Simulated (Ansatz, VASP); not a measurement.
**SrO: VASP beside Ansatz**

Contents of POSCAR:

```
SrO
1.0
    0.0000000000      2.5139118308      2.5139118308
    2.5139118308      0.0000000000      2.5139118308
    2.5139118308      2.5139118308      0.0000000000
Sr O
1 1
Direct
    0.5000000000      0.5000000000      0.5000000000
    0.0000000000      0.0000000000      0.0000000000
```

The input INCAR.step1:

```
SYSTEM = SrO
PREC = Accurate ; ENCUT = 520
ISMEAR = -1 ; SIGMA = 0.05
LREAL = .False. ; LASPH = .True.
NELM = 100 ; NBANDS = 15
GGA = PE ; ALGO = Normal
EDIFF = 1E-4 ; LWAVE = .True.
LCHARG = .False.
```

File INCAR.step2:

```
SYSTEM = SrO
PREC = Accurate ; ENCUT = 520
EDIFF = 1E-6 ; ISMEAR = -1
SIGMA = 0.05 ; LREAL = .False.
LASPH = .True. ; NELM = 100
ALGO = Normal ; ISIF = 2
LWAVE = .False. ; LCHARG = .False.
METAGGA = R2SCAN ; LMIXTAU = .True.
NBANDS = 15 ; ISTART = 1
```

File KPOINTS:

```
Automatic mesh
0
Gamma
  9 9 9
  0 0 0
```

File input.yaml:

```yaml
crystal:
  lattice:
    - [0.0, 2.5139118308, 2.5139118308]
    - [2.5139118308, 0.0, 2.5139118308]
    - [2.5139118308, 2.5139118308, 0.0]
  atoms:
    - { symbol: Sr, position: [0.5, 0.5, 0.5] }
    - { symbol: O, position: [0.0, 0.0, 0.0] }
hamiltonian:
  xc: r2scan
  pseudopotentials: { kind: paw }
kpoints:
  mp_grid: { grid: [9, 9, 9] }
scf:
  occupations: { method: fermi_dirac, width: 0.05 }
output:
  forces: true
  stress: true
  eigenvalues: true
```

Alike in both runs: task single point; functional r2SCAN; k mesh 9 × 9 × 9; occupations fermi-dirac, width 0.05 eV; no spin polarisation.

|  | VASP | Ansatz |
| --- | --- | --- |
| version | VASP 6.6.1 | Ansatz 0.2.0 |
| potentials or method | VASP PAW PBE potentials, release 64 (Sr_sv, O) | Ansatz PAW |
| plane-wave cutoff (eV) | 520 | 500 |
| valence electrons in the cell | 16 | 16 |

VASP gave:

| Quantity | Value |
| --- | --- |
| gap on the k mesh at the Fermi level (eV) | 3.76 |
| least direct gap on the mesh (eV) | 3.80 |
| pressure (GPa) | 9.4 |

Question: Which values does Ansatz return?

Answer: gap on the k mesh at the Fermi level (eV): 3.82; least direct gap on the mesh (eV): 3.85; pressure (GPa): 8.7.

VASP's potentials were made for PBE, not for r2SCAN.

Noted on Ansatz's run: odd divisions of the mesh miss points on the zone boundary, where band edges often lie, so the gap on the mesh can be too wide.
